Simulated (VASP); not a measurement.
Wanted: the native input for a VASP 6.6.1 run.

```
Task                   : single point
Functional             : PBEsol
Potentials or basis    : VASP PAW PBE potentials, release 64 (Al)
Cutoff                 : 520 eV
k mesh                 : 18 × 18 × 14
Occupations            : gaussian, width 0.1 eV
Spin                   : no spin polarisation
Dipole correction      : no
Further INCAR settings : ALGO = Normal; EDIFF = 1e-06; NBANDS = 10
```

The structure of Al lies in POSCAR:

```
Al
1.0
    2.0341783755      2.0341783755      0.0000000000
   -2.0341783755      2.0341783755      0.0000000000
    0.0000000000      0.0000000000      3.8949308222
Al
2
Direct
    0.0000000000      0.0000000000      0.0000000000
    0.5000000000      0.5000000000      0.5000000000
```

This cell differs from its parent crystal: uniaxial strain along c: -3.0 %, then relaxed in part.

These files were run (other wordings do the same):

INCAR

```
SYSTEM = Al
ALGO = Normal ; EDIFF = 1E-6
ENCUT = 520 ; GGA = PS
ISIF = 2 ; ISMEAR = 0
LASPH = .TRUE. ; LCHARG = .FALSE.
LREAL = .FALSE. ; LWAVE = .FALSE.
NBANDS = 10 ; NELM = 60
PREC = Accurate ; SIGMA = 0.1
```

KPOINTS

```
k-points
0
G
  18 18 14
  0 0 0
```

Potentials or basis: VASP PAW PBE potentials, release 64 (Al).

The run is started by

```bash
$ cat potpaw_PBE.64/Al/POTCAR > POTCAR
$ mpirun -np 1 vasp_std > vasp.out
```

It gave:

- Pressure: 0.6 GPa
- Band gap on the k mesh: zero (band 3 reaches 15.42 eV, above the bottom of band 4 at 3.80 eV)

Caveat: the cell differs from its parent crystal (uniaxial strain along c: -3.0 %, then relaxed in part); the PAW data sets were made with another functional, which shifts forces and pressure a little.

It took 24 s on 1 thread of Intel(R) Xeon(R) 6975P-C (Granite Rapids) (shared host), peak memory 0.23 GiB.
